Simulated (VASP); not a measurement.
# W (Fm-3m) in VASP: further runs, part 2 of 2

VASP 6.6.1.

## (3) Single point, r2SCAN

POSCAR

```
W
1.0
    0.0000000000      2.0300000000      2.0300000000
    2.0300000000      0.0000000000      2.0300000000
    2.0300000000      2.0300000000      0.0000000000
W
1
Direct
    0.0000000000      0.0000000000      0.0000000000
```

INCAR.step1

```
PREC = Accurate
ENCUT = 520
ISMEAR = 1
SIGMA = 0.05
LREAL = False
LASPH = True
NELM = 80
NBANDS = 13
GGA = PE
ALGO = Normal
EDIFF = 1E-4
LWAVE = True
LCHARG = False
```

INCAR.step2

```
PREC = Accurate
ENCUT = 520
EDIFF = 1E-6
ISMEAR = 1
SIGMA = 0.05
LREAL = False
LASPH = True
NELM = 80
ALGO = Normal
ISIF = 2
LWAVE = False
LCHARG = False
METAGGA = R2SCAN
LMIXTAU = True
NBANDS = 13
ISTART = 1
```

KPOINTS

```
Automatic mesh
0
Gamma
  4 4 4
```

Potentials or basis: VASP PAW PBE potentials, release 64 (W_sv).

Command:

```bash
cat potpaw_PBE.64/W_sv/POTCAR > POTCAR
cp INCAR.step1 INCAR
mpirun -np 1 vasp_std > vasp.out
cp INCAR.step2 INCAR
mpirun -np 1 vasp_std > vasp.out
```

It took 12 s on 1 thread of AMD EPYC 9R14 (Zen 4), shared host; peak memory 0.11 GiB.

The run converged. Its results:

| Item | Value |
| --- | --- |
| Free energy | -50.8483 eV |
| Pressure | -9.6 GPa |
| Band gap on the k mesh | zero (band 7 reaches 13.01 eV, above the bottom of band 8 at 9.55 eV) |

Levels at points of the mesh, in eV from the Fermi level:
```csv
k point,band 4,band 5,band 6,band 7,band 8,band 9,band 10,band 11
"(0.00, 0.00, 0.00)",-38.51,-9.37,-0.53,-0.53,-0.53,2.81,2.81,13.37
"(0.50, 0.00, 0.00)",-38.66,-5.77,-0.66,-0.66,0.40,5.20,5.20,10.58
"(0.50, 0.50, 0.00)",-38.92,-5.55,-4.63,2.93,5.26,5.86,5.86,12.15
```

Caveat: the k points lie up to 0.67 Å⁻¹ apart; the PAW data sets were made with another functional, which shifts forces and pressure a little; spin-orbit coupling is left out, which moves the levels of the heavy elements.

## (4) Single point, r2SCAN

POSCAR is that of step 3.

INCAR.step1

```
  PREC = Accurate
  ENCUT = 520
  ISMEAR = 1
  SIGMA = 0.05
  LREAL = False
  LASPH = True
  NELM = 100
  NBANDS = 13
  GGA = PE
  ALGO = Normal
  EDIFF = 1E-4
  LWAVE = True
  LCHARG = False
```

INCAR.step2

```
  PREC = Accurate
  ENCUT = 520
  EDIFF = 1E-7
  ISMEAR = 1
  SIGMA = 0.05
  LREAL = False
  LASPH = True
  NELM = 100
  ALGO = Normal
  ISIF = 2
  LWAVE = False
  LCHARG = False
  METAGGA = R2SCAN
  LMIXTAU = True
  NBANDS = 13
  ISTART = 1
```

KPOINTS

```
Automatic mesh
0
Gamma
  5 5 5
```

Potentials or basis: VASP PAW PBE potentials, release 64 (W_sv).

Command:

```bash
cat potpaw_PBE.64/W_sv/POTCAR > POTCAR
cp INCAR.step1 INCAR
mpirun -np 1 vasp_std > vasp.out
cp INCAR.step2 INCAR
mpirun -np 1 vasp_std > vasp.out
```

OUTCAR:

```text
PREC = Accurate
   ENCUT = 520
   EDIFF = 1E-7
   ISMEAR = 1
   LREAL = False
   LASPH = True
   NELM = 100
   ISIF = 2
   METAGGA = R2SCAN
   ISTART = 1

 ion  position               nearest neighbor table
   1  0.000  0.000  0.000-

  LATTYP: Found a face centered cubic cell.
 ALAT       =     4.0600000000

  Lattice vectors:

 A1 = (   0.0000000000,   2.0300000000,   2.0300000000)
 A2 = (   2.0300000000,   0.0000000000,   2.0300000000)
 A3 = (   2.0300000000,   2.0300000000,   0.0000000000)

Analysis of symmetry for initial positions (statically):
=====================================================================
 Subroutine PRICEL returns:
 Original cell was already a primitive cell.

 Routine SETGRP: Setting up the symmetry group for a
 face centered cubic supercell.

 Subroutine GETGRP returns: Found 48 space group operations
 (whereof 48 operations were pure point group operations)
 out of a pool of 48 trial point group operations.

The static configuration has the point symmetry O_h .

Analysis of symmetry for dynamics (positions and initial velocities):
[... 155 lines left out ...]
      4     -28.5546      2.00000
      5       0.6984      2.00000
      6       9.4991      2.00000
      7       9.4991      2.00000
      8       9.4991      2.00000
      9      12.8213      0.00000
     10      12.8213      0.00000
     11      23.4277      0.00000
     12      28.9983      0.00000
     13      28.9983      0.00000
[... 130 lines left out ...]
  band No.  band energies     occupation
      1     -65.4601      2.00000
      2     -29.4210      2.00000
      3     -29.1554      2.00000
      4     -28.8993      2.00000
      5       6.3491      2.00000
      6       7.1838      2.00000
      7       8.1028      2.00000
      8      12.2297      0.00000
      9      14.6246      0.00000
     10      18.0510      0.00000
     11      22.0306      0.00000
     12      23.3201      0.00000
     13      26.7898      0.00000

------------------------ aborting loop because EDIFF is reached ----------------------------------------

  FORCE on cell =-STRESS in cart. coord.  units (eV):
  Direction    XX          YY          ZZ          XY          YZ          ZX
  --------------------------------------------------------------------------------------
  -------------------------------------------------------------------------------------
  Total       -0.7772550     -0.7772550     -0.7772550      0.0000000      0.0000000      0.0000000
  in kB      -74.4313668    -74.4313668    -74.4313668      0.0000000      0.0000000      0.0000000
  external PRESSURE =     -74.4313668 kB  Pullay stress =       0.0000000 kB

 VOLUME and BASIS-vectors are now :
 -----------------------------------------------------------------------------
  energy-cutoff  :      520.00
  volume of cell :       16.73
      direct lattice vectors                 reciprocal lattice vectors
     0.000000000  2.030000000  2.030000000    -0.246305419  0.246305419  0.246305419
     2.030000000  0.000000000  2.030000000     0.246305419 -0.246305419  0.246305419
     2.030000000  2.030000000  0.000000000     0.246305419  0.246305419 -0.246305419

 POSITION                                       TOTAL-FORCE (eV/Angst)
 -----------------------------------------------------------------------------------
      0.00000      0.00000      0.00000        -0.000000     -0.000000     -0.000000
 -----------------------------------------------------------------------------------
    total drift:                               -0.000000      0.000000     -0.000000

  FREE ENERGIE OF THE ION-ELECTRON SYSTEM (eV)
  ---------------------------------------------------
  free  energy   TOTEN  =       -50.8096576095 eV

  energy  without entropy=      -50.8083486506  energy(sigma->0) =      -50.80922129
```

OUTCAR.step1:

```text
PREC = Accurate
   ENCUT = 520
   ISMEAR = 1
   LREAL = False
   LASPH = True
   NELM = 100
[... 358 lines left out ...]

 POSITION                                       TOTAL-FORCE (eV/Angst)
 -----------------------------------------------------------------------------------
      0.00000      0.00000      0.00000        -0.000000     -0.000000      0.000000
 -----------------------------------------------------------------------------------
    total drift:                               -0.000000     -0.000000     -0.000000

  FREE ENERGIE OF THE ION-ELECTRON SYSTEM (eV)
  ---------------------------------------------------
  free  energy   TOTEN  =       -12.4842232937 eV

  energy  without entropy=      -12.4828055394  energy(sigma->0) =      -12.48375071
```

OSZICAR.step1:

```text
N       E                     dE             d eps       ncg     rms          rms(c)
DAV:   1     0.848809382852E+02    0.84881E+02   -0.74698E+03   260   0.122E+03
DAV:   2    -0.116445116624E+02   -0.96525E+02   -0.93212E+02   285   0.312E+02
DAV:   3    -0.131150554744E+02   -0.14705E+01   -0.14654E+01   280   0.382E+01
DAV:   4    -0.131218136772E+02   -0.67582E-02   -0.67581E-02   285   0.275E+00
DAV:   5    -0.131218720829E+02   -0.58406E-04   -0.58405E-04   275   0.247E-01    0.184E+01
DAV:   6    -0.126155629776E+02    0.50631E+00   -0.44255E-01   275   0.871E+00    0.705E+00
DAV:   7    -0.124878685435E+02    0.12769E+00   -0.22529E-01   290   0.592E+00    0.660E-01
DAV:   8    -0.124850805805E+02    0.27880E-02   -0.44073E-03   260   0.871E-01    0.191E-01
DAV:   9    -0.124842249948E+02    0.85559E-03   -0.51185E-04   280   0.280E-01    0.357E-02
DAV:  10    -0.124842232937E+02    0.17010E-05   -0.13040E-05   135   0.449E-02
   1 F= -.12484223E+02 E0= -.12483751E+02  d E =-.141775E-02
```

Wall time 14 s (1 thread of AMD EPYC 9R14 (Zen 4), shared host); peak memory 0.11 GiB.

Results:

```yaml
Free_energy: -50.8097 eV
Pressure: -7.4 GPa
Band_gap_on_the_k_mesh: zero (band 7 reaches 11.51 eV, above the bottom of band 8 at 9.50 eV)
```

Caveat: the k points lie up to 0.54 Å⁻¹ apart; the PAW data sets were made with another functional, which shifts forces and pressure a little; spin-orbit coupling is left out, which moves the levels of the heavy elements.

## (5) Single point, r2SCAN

POSCAR is that of step 4.

INCAR.step1 is that of step 4.

INCAR.step2

```
  PREC = Accurate
  ENCUT = 520
  EDIFF = 1E-6
  ISMEAR = 1
  SIGMA = 0.05
  LREAL = False
  LASPH = True
  NELM = 100
  ALGO = Normal
  ISIF = 2
  LWAVE = False
  LCHARG = True
  METAGGA = R2SCAN
  LMIXTAU = True
  LELF = True
  LVHAR = True
  NBANDS = 13
  ISTART = 1
```

KPOINTS

```
regular mesh
0
Gamma
  6 6 6
```

Command:

```bash
cat potpaw_PBE.64/W_sv/POTCAR > POTCAR
cp INCAR.step1 INCAR
mpirun -np 1 vasp_std > vasp.out
cp INCAR.step2 INCAR
mpirun -np 1 vasp_std > vasp.out
```

Run time: 16 s. Hardware: 1 thread of AMD EPYC 9R14 (Zen 4), shared host; peak memory 0.11 GiB.

Results (log left out):

```
Free energy            : -50.7284 eV
Pressure               : -5.8 GPa
Band gap on the k mesh : zero (band 7 reaches 12.98 eV, above the bottom of band 8 at 9.51 eV)
```

Levels at points of the mesh, in eV from the Fermi level:
```csv
k point,band 3,band 4,band 5,band 6,band 7,band 8,band 9,band 10,band 11,band 12
"(0.00, 0.00, 0.00)",-38.79,-38.79,-9.53,-0.73,-0.73,-0.73,2.58,2.58,13.20,18.76
"(0.50, 0.00, 0.00)",-38.94,-38.94,-5.95,-0.87,-0.87,0.24,4.97,4.97,10.36,12.82
"(0.50, 0.50, 0.00)",-39.20,-39.20,-5.73,-4.82,2.75,5.02,5.62,5.62,11.98,11.98
```

Caveat: the k points lie up to 0.45 Å⁻¹ apart; the PAW data sets were made with another functional, which shifts forces and pressure a little; spin-orbit coupling is left out, which moves the levels of the heavy elements.

## (6) Single point, r2SCAN

POSCAR is that of step 5.

INCAR.step1

```
ALGO = Normal
EDIFF = 1E-4
ENCUT = 520
GGA = PE
ISMEAR = 1
LASPH = T
LCHARG = F
LREAL = F
LWAVE = T
NBANDS = 13
NELM = 100
PREC = Accurate
SIGMA = 0.05
```

INCAR.step2

```
ALGO = Normal
EDIFF = 1E-6
ENCUT = 520
ISIF = 2
ISMEAR = 1
ISTART = 1
LASPH = T
LCHARG = F
LMIXTAU = T
LREAL = F
LWAVE = F
METAGGA = R2SCAN
NBANDS = 13
NELM = 100
PREC = Accurate
SIGMA = 0.05
```

KPOINTS

```
k-points
0
Gamma
  8 8 8
```

Potentials or basis: VASP PAW PBE potentials, release 64 (W_sv).

Command:

```bash
cat potpaw_PBE.64/W_sv/POTCAR > POTCAR
cp INCAR.step1 INCAR
mpirun -np 1 vasp_std > vasp.out
cp INCAR.step2 INCAR
mpirun -np 1 vasp_std > vasp.out
```

Wall time 23 s (1 thread of AMD EPYC 9R14 (Zen 4), shared host); peak memory 0.11 GiB.

Results (log left out):

| Property | Result |
| --- | --- |
| Free energy | -50.7967 eV |
| Pressure | -8.2 GPa |
| Band gap on the k mesh | zero (band 7 reaches 12.98 eV, above the bottom of band 8 at 9.52 eV) |

Levels at points of the mesh, in eV from the Fermi level:
```
           k point  band 3  band 4  band 5  band 6  band 7  band 8  band 9  band 10  band 11  band 12
(0.00, 0.00, 0.00)  -38.58  -38.58   -9.34   -0.52   -0.52   -0.52    2.77     2.77    13.38    18.95
(0.50, 0.00, 0.00)  -38.73  -38.73   -5.75   -0.67   -0.67    0.43    5.17     5.17    10.56    13.01
(0.50, 0.50, 0.00)  -38.99  -38.99   -5.54   -4.62    2.94    5.21    5.83     5.83    12.18    12.18
```

Caveat: the PAW data sets were made with another functional, which shifts forces and pressure a little; spin-orbit coupling is left out, which moves the levels of the heavy elements.

## (7) Summary

| k mesh | gap on the mesh (eV) | pressure (GPa) |
| --- | --- | --- |
| 3 × 3 × 3 | none | -2.4 |
| 4 × 4 × 4 | none | -9.6 |
| 5 × 5 × 5 | none | -7.4 |
| 6 × 6 × 6 | none | -5.8 |
| 8 × 8 × 8 | none | -8.2 |

Alike in all rows: task single point; level r2SCAN; potentials or basis VASP PAW PBE potentials, release 64 (W_sv); no spin polarisation; cell as given; cutoff (eV) 520; smearing methfessel-paxton 0.05 eV.

Caveats: some runs use coarse meshes; the PAW data sets were made with another functional, which shifts forces and pressure a little; spin-orbit coupling is left out, which moves the levels of the heavy elements.

Absolute energies hang on the potentials; compare differences alone.
